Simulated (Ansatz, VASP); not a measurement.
Al in VASP and in Ansatz

```
Al
1.0
     0.00000    1.99669    1.99669
     1.99669    0.00000    1.99669
     1.99669    1.99669    0.00000
Al
1
Direct
  0.00000 0.00000 0.00000
```

Alike in both runs: functional r2SCAN; k mesh 13 × 13 × 13; occupations fermi-dirac, width 0.1 eV; no spin polarisation.

Ansatz relaxed the structure, and its values are those at the end. VASP's run is a single point on that final structure, the one shown.

```csv
,VASP,Ansatz
version,VASP 6.6.1,Ansatz 0.2.0
potentials or method,"VASP PAW PBE potentials, release 64 (Al), cutoff 520 eV","plane waves (500 eV) with PAW, scalar-relativistic"
valence electrons in the cell,3,3
```

Ansatz gave:

| Quantity | Value |
| --- | --- |
| pressure (GPa) | 0.0 |

Task: Which values does VASP return?

Result: Pressure (GPa): -0.3.

VASP's potentials were made for PBE, not for r2SCAN. With one functional, cell and mesh, what is left measures potentials, basis and numerics.
